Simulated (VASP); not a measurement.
A run of VASP 6.6.1:

INCAR

```
ALGO = Normal
EDIFF = 1E-7
EDIFFG = -0.01
ENCUT = 600
GGA = PE
IBRION = 2
ISIF = 3
ISMEAR = 0
LASPH = True
LCHARG = False
LREAL = False
LWAVE = False
NELM = 100
NSW = 100
PREC = Accurate
SIGMA = 0.1
```

Contents of KPOINTS:

```
k-points
0
Gamma
  12 12 6
```

Contents of POSCAR:

```
LiHf2O2
1.0
    3.5802311892      0.0000000000      0.0000000000
   -1.7901155946      3.1005711612      0.0000000000
    0.0000000000      0.0000000000      8.3278311295
Li Hf O
1 2 2
Direct
    0.0000000000      0.0000000000      0.0000000000
    0.0000000000      0.0000000000      0.3522873154
    0.0000000000      0.0000000000      0.6477126846
    0.3333333333      0.6666666667      0.5000000000
    0.6666666667      0.3333333333      0.5000000000
```

Potentials or basis: VASP PAW PBE potentials, release 64 (Li_sv, Hf_pv, O).

Command:

```bash
$ cat potpaw_PBE.64/Li_sv/POTCAR potpaw_PBE.64/Hf_pv/POTCAR potpaw_PBE.64/O/POTCAR > POTCAR
$ mpirun -np 1 vasp_std > vasp.out
```

Hardware: 1 thread of Intel Xeon 8259CL, on a shared host.

**Question.** Estimate the wall time of this run.

**Answer.** Run time: 33 min on 1 thread of Intel Xeon 8259CL (shared host), peak memory 0.38 GiB. Counts: scf iterations 84, k points 76, ion steps 9.
